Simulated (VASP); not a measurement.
# YbN: single point with PBE+U

Crystal: YbN.

```
Yb N
1.0
     0.00000    2.56386    2.56386
     2.56386    0.00000    2.56386
     2.56386    2.56386    0.00000
Yb N
1 1
Direct
  0.00000 0.00000 0.00000
  0.25000 0.25000 0.25000
```

| Property | Result |
| --- | --- |
| Program | VASP 6.6.1 |
| Task | single point |
| Functional | PBE |
| Potentials or basis | VASP PAW PBE potentials, release 64 (Yb, N) |
| Cutoff | 520 eV |
| k mesh | 8 × 8 × 8 |
| Occupations | gaussian, width 0.05 eV |
| Spin | collinear spin, ferromagnetic start |
| Starting moments | [1.08, 0.01] μB |
| Hubbard terms | Yb f U = 6.0 eV |
| Dipole correction | no |
| Further INCAR settings | ALGO = Normal; EDIFF = 1e-07; NBANDS = 26 |

```yaml
Pressure: 4.0 GPa
Band_gap_on_the_k_mesh: zero (filled and empty bands overlap)
Net_moment: 1.00 μB per cell
Site_moments: Yb +0.57; N +0.32 μB
Valence_electrons_inside_the_program's_atomic_spheres: Yb 22.43; N 3.67
```

Levels at points of the mesh, in eV from the Fermi level:
Spin up:
```csv
k point,band 13,band 14,band 15,band 16,band 17,band 18
"(0.00, 0.00, 0.00)",-1.28,-1.28,-1.28,2.39,7.06,7.06
"(0.50, 0.00, 0.00)",-1.58,-1.00,-1.00,5.14,7.07,7.11
"(0.50, 0.50, 0.00)",-1.68,-0.22,-0.22,3.05,5.77,9.11
```
Spin down:
| k point | band 10 | band 11 | band 12 | band 13 | band 14 | band 15 | band 16 | band 17 | band 18 | band 19 |
| --- | --- | --- | --- | --- | --- | --- | --- | --- | --- | --- |
| (0.00, 0.00, 0.00) | -0.87 | -0.87 | -0.87 | -0.33 | -0.33 | -0.33 | 2.49 | 7.12 | 7.12 | 10.17 |
| (0.50, 0.00, 0.00) | -1.28 | -0.90 | -0.90 | -0.32 | -0.15 | -0.15 | 5.31 | 7.13 | 7.23 | 7.23 |
| (0.50, 0.50, 0.00) | -1.37 | -0.79 | -0.79 | -0.43 | 0.57 | 0.57 | 3.02 | 6.00 | 9.15 | 9.44 |

Eigenvalues of the final occupation matrices:
```csv
site,spin,trace,eigenvalues
site 1 f,1,7.01,1.00 1.00 1.00 1.00 1.00 1.00 1.00
site 1 f,2,6.48,0.84 0.84 0.84 0.99 0.99 0.99 0.99
```

Wall time 57 s on 1 thread of Intel(R) Xeon(R) 6975P-C (Granite Rapids), on a shared host, peak memory 0.21 GiB.

Caveat: the cell stands under pressure; spin-orbit coupling is left out, which moves the levels of the heavy elements. The state reached can hang on the start; a lower one may exist.
